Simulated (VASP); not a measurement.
# TiH3 (I4/mmm) in VASP: notebook, part 2 of 2

VASP 6.6.1.

**3. Relaxation of cell and atoms, r2SCAN**

This run uses another cell than the first one, of 8.22 Å³/atom.

POSCAR reads:

```
TiH3
1.0
   -1.5438317712      1.5438317712      3.4485592811
    1.5438317712     -1.5438317712      3.4485592811
    1.5438317712      1.5438317712     -3.4485592811
Ti H
1 3
Direct
    0.0000000000      0.0000000000      0.0000000000
    0.5000000000      0.5000000000      0.0000000000
    0.2500000000      0.7500000000      0.5000000000
    0.7500000000      0.2500000000      0.5000000000
```

INCAR.step1 reads:

```
SYSTEM = TiH3
PREC     = Accurate       ! precision mode
ENCUT    = 600            ! plane-wave cutoff, eV
ISMEAR   = 0              ! smearing method
SIGMA    = 0.1            ! smearing width, eV
LREAL    = .FALSE.        ! projectors in reciprocal space
LASPH    = .TRUE.         ! aspherical terms in the spheres
NELM     = 60             ! most SCF steps
GGA      = PE             ! functional
ALGO     = Normal         ! electronic algorithm
EDIFF    = 1E-4           ! SCF threshold, eV
LWAVE    = .TRUE.         ! write WAVECAR
LCHARG   = .FALSE.        ! write CHGCAR
```

INCAR.step2 reads:

```
SYSTEM = TiH3
PREC     = Accurate       ! precision mode
ENCUT    = 600            ! plane-wave cutoff, eV
EDIFF    = 1E-7           ! SCF threshold, eV
ISMEAR   = 0              ! smearing method
SIGMA    = 0.1            ! smearing width, eV
LREAL    = .FALSE.        ! projectors in reciprocal space
LASPH    = .TRUE.         ! aspherical terms in the spheres
NELM     = 60             ! most SCF steps
ALGO     = Normal         ! electronic algorithm
ISIF     = 3              ! what is computed and relaxed
LWAVE    = .FALSE.        ! write WAVECAR
LCHARG   = .FALSE.        ! write CHGCAR
METAGGA  = R2SCAN         ! meta-GGA
LMIXTAU  = .TRUE.       
IBRION   = 2              ! ionic algorithm
NSW      = 90             ! ionic steps
EDIFFG   = -0.04          ! ionic threshold
ISTART   = 1
```

KPOINTS reads:

```
Automatic mesh
0
G
  8 8 8
  0 0 0
```

Potentials or basis: VASP PAW PBE potentials, release 64 (Ti_sv, H).

Run with:

```console
$ cat potpaw_PBE.64/Ti_sv/POTCAR potpaw_PBE.64/H/POTCAR > POTCAR
$ cp INCAR.step1 INCAR
$ mpirun -np 1 vasp_std > vasp.out
$ cp INCAR.step2 INCAR
$ mpirun -np 1 vasp_std > vasp.out
```

OUTCAR:

```text
SYSTEM = TiH3
   PREC = Accurate
   ENCUT = 600
   EDIFF = 1E-7
   ISMEAR = 0
   LREAL = .FALSE.
   LASPH = .TRUE.
   NELM = 60
   ISIF = 3
   METAGGA = R2SCAN
   IBRION = 2
   NSW = 90
   EDIFFG = -0.04
   ISTART = 1

 ion  position               nearest neighbor table
   1  0.000  0.000  0.000-
   2  0.500  0.500  0.000-
   3  0.250  0.750  0.500-
   4  0.750  0.250  0.500-

  LATTYP: Found a body centered tetragonal cell.
 ALAT       =     3.0876635424
 C/A-ratio  =     2.2337662338

  Lattice vectors:

 A1 = (  -1.5438317712,   1.5438317712,   3.4485592811)
 A2 = (   1.5438317712,  -1.5438317712,   3.4485592811)
 A3 = (   1.5438317712,   1.5438317712,  -3.4485592811)

Analysis of symmetry for initial positions (statically):
=====================================================================
 Subroutine PRICEL returns:
 Original cell was already a primitive cell.

 Routine SETGRP: Setting up the symmetry group for a
 body centered tetragonal supercell.

 Subroutine GETGRP returns: Found 16 space group operations
 (whereof 16 operations were pure point group operations)
 out of a pool of 16 trial point group operations.

The static configuration has the point symmetry D_4h.

Analysis of symmetry for dynamics (positions and initial velocities):
=====================================================================
 Subroutine PRICEL returns:
 Original cell was already a primitive cell.

 Routine SETGRP: Setting up the symmetry group for a
 body centered tetragonal supercell.

 Subroutine GETGRP returns: Found 16 space group operations
 (whereof 16 operations were pure point group operations)
 out of a pool of 16 trial point group operations.

The dynamic configuration has the point symmetry D_4h.

 Subroutine INISYM returns: Found 16 space group operations
 (whereof 16 operations are pure point group operations),
 and found     1 'primitive' translations

----------------------------------------------------------------------------------------

                                     Primitive cell

  volume of cell :      32.8774

  direct lattice vectors                    reciprocal lattice vectors
    -1.543831771  1.543831771  3.448559281     0.000000000  0.323869485  0.144988083
     1.543831771 -1.543831771  3.448559281     0.323869485  0.000000000  0.144988083
     1.543831771  1.543831771 -3.448559281     0.323869485  0.323869485  0.000000000

  length of vectors
     4.081592115  4.081592115  4.081592115     0.354842201  0.354842201  0.458020618

  position of ions in fractional coordinates (direct lattice)
     0.000000000  0.000000000  0.000000000
     0.500000000  0.500000000  0.000000000
     0.250000000  0.750000000  0.500000000
     0.750000000  0.250000000  0.500000000

  ion indices of the primitive-cell ions
   primitive index   ion index
                 1           1
                 2           2
                 3           3
                 4           4

----------------------------------------------------------------------------------------
[... 53 lines left out ...]
   number of dos      NEDOS =    301   number of ions     NIONS =      4
   total plane-waves  NPLWV =  46656
   dimension x,y,z NGX =    36 NGY =   36 NGZ =   36
   dimension x,y,z NGXF=    72 NGYF=   72 NGZF=   72
   ions per type =               1   3
   NGX,Y,Z   is equivalent  to a cutoff of  14.66, 14.66, 14.66 a.u.
   NGXF,Y,Z  is equivalent  to a cutoff of  29.33, 29.33, 29.33 a.u.
 SYSTEM =  TiH3
   PREC   = accura    normal or accurate (medium, high low for compatibility)
   ISTART =      1    job   : 0-new  1-cont  2-samecut
   ICHARG =      0    charge: 1-file 2-atom 10-const
   ISPIN  =      1    spin polarized calculation?
   LNONCOLLINEAR =      F non collinear calculations
   LSORBIT =      F    spin-orbit coupling
   LASPH  =      T    aspherical Exc in radial PAW
   ENCUT  =  600.0 eV  44.10 Ry    6.64 a.u.   8.15  8.15  8.15*2*pi/ulx,y,z
   NELM   =     60;   NELMIN=  2; NELMDL=  0     # of ELM steps
   EDIFF  = 0.1E-06   stopping-criterion for ELM
   LREAL  =      F    real-space projection
   EDIFFG = -.4E-01   stopping-criterion for IOM
   NSW    =     90    number of steps for IOM
   IBRION =      2    ionic relax: 0-MD 1-quasi-New 2-CG
   NFREE  =      1    steps in history (QN), initial steepest desc. (CG)
   ISIF   =      3    stress and relaxation
   ISYM   =      2    0-nonsym 1-usesym 2-fastsym
   POTIM  = 0.5000    time-step for ionic-motion
   TEBEG  =    0.0;   TEEND  =   0.0 temperature during run
   PSTRESS=    0.0 pullay stress
   NELECT =      15.0000    total number of electrons
   NUPDOWN=      -1.0000    fix difference up-down
   EMIN   =  10.00;   EMAX   =-10.00  energy-range for DOS
   EFERMI =   0.00;   METHOD = LEGACY
   ISMEAR =     0;   SIGMA  =   0.10  broadening in eV -4-tet -1-fermi 0-gaus
   EFERMI_NEDOS =   21; number of points for ismear=-14 and -15
   IALGO  =     38    algorithm
   IMIX   =      4    mixing-type and parameters
     AMIX     =   0.40;   BMIX     =  1.00
     AMIX_MAG =   1.60;   BMIX_MAG =  1.00
  volume/ion in A,a.u.               =       8.22        55.47
  Fermi-wavevector in a.u.,A,eV,Ry     =   1.260296  2.381615 21.610774  1.588347
  Thomas-Fermi vector in A             =   2.393813
   LORBIT       =      0    0 simple, 1 ext, 2 COOP (PROOUT), +10 PAW based schemes
   METAGGA = R2SCAN    functional components
   LHFCALC =     F    Hartree Fock is set to
   AEXX    =    0.0000 exact exchange contribution
   IVDW    =     0    specifies the selected vdW correction
   LEPSILON=     F    determine dielectric tensor
   LRPA    =     F    only Hartree local field effects (RPA)
 conjugate gradient relaxation of ions
 non-spin polarized calculation
 Gauss-broadening in eV      SIGMA  =   0.10
  energy-cutoff  :      600.00
  volume of cell :       32.88
 maximum number of plane-waves:      1138
 NGX is ok and might be reduce to    36
   NGX = 17   NGY = 17   NGZ = 17

--------------------------------------- Ionic step        1  -------------------------------------------

 number of electron      14.9999999 magnetization

 Free energy of the ion-electron system (eV)
  ---------------------------------------------------
  ext. energy  EPLUGINS =         0.00000000
  ---------------------------------------------------
  free energy    TOTEN  =       -22.95829567 eV

  energy without entropy =      -22.95249343  energy(sigma->0) =      -22.95539455

------------------------ aborting loop because EDIFF is reached ----------------------------------------

  FORCE on cell =-STRESS in cart. coord.  units (eV):
  Direction    XX          YY          ZZ          XY          YZ          ZX
  --------------------------------------------------------------------------------------
  -------------------------------------------------------------------------------------
  Total       -4.6060685     -4.6060685     -6.7079806      0.0000000     -0.0000000     -0.0000000
  in kB     -224.4622620   -224.4622620   -326.8923402      0.0000000     -0.0000000     -0.0000000
  external PRESSURE =    -258.6056214 kB  Pullay stress =       0.0000000 kB
[... 253 lines left out ...]
--------------------------------------- Ionic step        8  -------------------------------------------

 number of electron      15.0000000 magnetization

 Free energy of the ion-electron system (eV)
  ---------------------------------------------------
  ext. energy  EPLUGINS =         0.00000000
  ---------------------------------------------------
  free energy    TOTEN  =       -24.10637846 eV

  energy without entropy =      -24.10161307  energy(sigma->0) =      -24.10399577

 E-fermi :   8.4000     XC(G=0): -12.6235

 val. band max:        8.3939963180   @ k =  -0.2500   0.2500   0.0000
 cond. band min:       8.4307101451   @ k =  -0.2500   0.5000   0.1250
 fundamental gap:      0.0367138272
 Fermi energy:         8.4000234437

 k-point     1 :       0.0000    0.0000    0.0000
  band No.  band energies     occupation
      1     -51.7479      2.00000
      2     -26.9865      2.00000
      3     -26.6764      2.00000
      4     -26.6764      2.00000
      5      -4.4297      2.00000
      6       5.5336      2.00000
      7       6.6071      2.00000
      8       8.7332      0.00000
      9       8.7332      0.00000
     10       9.1024      0.00000
     11      10.5606      0.00000
[... 309 lines left out ...]
 k-point    24 :       0.3750    0.1250    0.1250
  band No.  band energies     occupation
      1     -51.6579      2.00000
      2     -27.1380      2.00000
      3     -26.9919      2.00000
      4     -26.8693      2.00000
      5       0.7483      2.00000
      6       1.3142      2.00000
      7       4.3906      2.00000
      8       7.9226      2.00000
      9       9.7283      0.00000
     10      10.2882      0.00000
     11      12.3869      0.00000

 [... further k-points ...]
[... 5 lines left out ...]
  --------------------------------------------------------------------------------------
  -------------------------------------------------------------------------------------
  Total        0.0904153      0.0904153      0.0397203      0.0000000      0.0000000      0.0000000
  in kB        6.3056836      6.3056836      2.7701463      0.0000000      0.0000000      0.0000000
  external PRESSURE =       5.1271712 kB  Pullay stress =       0.0000000 kB
[... 19 lines left out ...]
  FREE ENERGIE OF THE ION-ELECTRON SYSTEM (eV)
  ---------------------------------------------------
  free  energy   TOTEN  =       -24.1063784648 eV

  energy  without entropy=      -24.1016130665  energy(sigma->0) =      -24.10399577

 reached required accuracy - stopping structural energy minimisation
```

It took 8.8 min on 1 thread of Intel Xeon 6975P-C (Granite Rapids), shared host; peak memory 0.25 GiB.

Results:

| Quantity | Value |
| --- | --- |
| Free energy | -24.1064 eV |
| Relaxed volume | 5.74 Å³/atom |
| Relaxed cell | a = 3.443 Å, b = 3.443 Å, c = 3.443 Å, α = 130.63°, β = 130.63°, γ = 72.39° |
| Space group after relaxing (to 0.1 Å) | I4/mmm (No. 139) |
| Energy gained by relaxing | 287.0 meV/atom |
| Ionic steps | 8 |
| Pressure after relaxing | 0.5 GPa |
| Band gap on the k mesh | zero (an odd number of electrons rules out a gap without spin polarisation) |

Step by step:
| step | energy change (eV) | largest force (eV/Å) | pressure (GPa) | volume (Å³) |
| --- | --- | --- | --- | --- |
| 1 | 0.0000 | 0.0000 | -25.86 | 32.88 |
| 2 | -0.8401 | 0.0000 | -15.15 | 26.95 |
| 3 | -1.0484 | 0.0000 | -2.55 | 23.96 |
| 4 | -1.0594 | 0.0000 | 2.60 | 23.11 |
| 5 | -1.0594 | 0.0000 | 1.49 | 23.28 |
| 6 | -1.1235 | 0.0000 | 0.79 | 23.16 |
| 7 | -1.1467 | 0.0000 | 0.52 | 23.02 |
| 8 | -1.1481 | 0.0000 | 0.51 | 22.97 |

Final structure:
```
CELL_PARAMETERS angstrom
-1.43775 1.43775 2.77840
1.43775 -1.43775 2.77840
1.43775 1.43775 -2.77840
ATOMIC_POSITIONS crystal
Ti 0.00000 0.00000 0.00000
H 0.50000 0.50000 0.00000
H 0.25000 0.75000 0.50000
H 0.75000 0.25000 0.50000
```

Levels at points of the mesh, in eV from the Fermi level:
| k point | band 4 | band 5 | band 6 | band 7 | band 8 | band 9 | band 10 | band 11 |
| --- | --- | --- | --- | --- | --- | --- | --- | --- |
| (0.00, 0.00, 0.00) | -35.08 | -12.83 | -2.87 | -1.79 | 0.33 | 0.33 | 0.70 | 2.16 |
| (0.50, 0.00, 0.00) | -35.05 | -7.97 | -7.81 | -1.78 | -0.68 | 0.37 | 1.59 | 1.60 |
| (0.50, 0.50, 0.00) | -35.38 | -7.29 | -6.65 | -5.00 | 0.73 | 0.97 | 2.89 | 5.04 |
| (0.50, 0.50, 0.50) | -35.11 | -8.63 | -8.11 | -4.73 | 1.88 | 1.88 | 2.34 | 2.75 |

Caveat: the volume moved by over 15 % at a fixed basis, so the end points are rough; the PAW data sets were made with another functional, which shifts forces and pressure a little; an odd number of electrons without spin polarisation forces a metal; a magnetic or distorted state may lie lower.

The gap in the log of VASP goes by the Fermi energy; the results here count the filled bands.